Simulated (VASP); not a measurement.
Runs of VASP 6.6.1 on BN. The structure is that of space group F-43m (No. 216), or close to it. The cells are those of the table. 

| task | level | potentials or basis | cell | k mesh | cutoff (eV) | smearing | GW scheme | GW iterations | cutoff of the response function | frequency points | empty bands | gap on the mesh (eV) | pressure (GPa) | relaxed volume (Å³/atom) |
| --- | --- | --- | --- | --- | --- | --- | --- | --- | --- | --- | --- | --- | --- | --- |
| single point | PBE | VASP PAW PBE potentials, release 64 (B, N) | a = 2.563 Å, angles 60.0°, 2 atoms | 12 × 12 × 12 | 520 | fermi-dirac 0.02 eV | - | - | - | - | - | 4.45 | 0.3 | - |
| single point | LDA | VASP PAW LDA potentials, release 64 (B, N) | a = 2.532 Å, angles 60.0°, 2 atoms | 10 × 10 × 10 | 520 | fermi-dirac 0.02 eV | - | - | - | - | - | 4.38 | 1.0 | - |
| relaxation of cell and atoms | LDA | VASP PAW LDA potentials, release 64 (B, N) | relaxed from a = 2.563 Å, angles 60.0°, 2 atoms | 10 × 10 × 10 | 600 | fermi-dirac 0.02 eV | - | - | - | - | - | 4.38 | -0.1 | 5.75 |
| single point | PBEsol | VASP PAW PBE potentials, release 64 (B, N) | a = 2.550 Å, angles 60.0°, 2 atoms | 10 × 10 × 10 | 520 | fermi-dirac 0.02 eV | - | - | - | - | - | (b) | 0.6 | - |
| single point | r2SCAN | VASP PAW PBE potentials, release 64 (B, N) | a = 2.552 Å, angles 60.0°, 2 atoms | 12 × 12 × 12 | 520 | gaussian 0.01 eV | - | - | - | - | - | 4.98 | 1.1 | - |
| single point | PBE | VASP PAW PBE potentials, release 64 (B, N) | a = 2.552 Å, angles 60.0°, 2 atoms | 6 × 6 × 6 | 520 | gaussian 0.01 eV | - | - | - | - | - | 4.46 | 5.1 | - |
| dielectric tensor | PBE | VASP PAW PBE potentials, release 64 (B, N) | a = 2.552 Å, angles 60.0°, 2 atoms | 10 × 10 × 10 | 520 | gaussian 0.01 eV | - | - | - | - | - | 4.46 | - | - |
| single point | PBE | VASP PAW PBE potentials, release 64 (B, N) | a = 2.552 Å, angles 60.0°, 2 atoms | 12 × 12 × 12 | 520 | fermi-dirac 0.02 eV | - | - | - | - | - | 4.46 | 5.0 | - |
| relaxation of cell and atoms | PBE | VASP PAW PBE potentials, release 64 (B, N) | relaxed from a = 2.384 Å, angles 60.0°, 2 atoms | 12 × 12 × 12 | 600 | fermi-dirac 0.02 eV | - | - | - | - | - | 4.45 | 0.0 | (a) |
| single point | r2SCAN | VASP PAW PBE potentials, release 64 (B, N) | a = 2.552 Å, angles 60.0°, 2 atoms | 10 × 10 × 10 | 520 | fermi-dirac 0.02 eV | - | - | - | - | - | 4.98 | 1.1 | - |
| single point | LDA | VASP PAW LDA potentials, release 64 (B, N) | a = 2.552 Å, angles 60.0°, 2 atoms | 12 × 12 × 12 | 520 | gaussian 0.01 eV | - | - | - | - | - | 4.35 | -8.4 | - |

Alike in all rows: no spin polarisation.

Problem. Fill in the values left out.

Solution. (a) 5.96; (b) 4.28.

Caveats: some runs use coarse meshes; the PAW data sets were made with another functional, which shifts forces and pressure a little (some runs); the volume moved by over 15 % at a fixed basis, so the end points are rough (some runs).

A k mesh can miss the band edges.
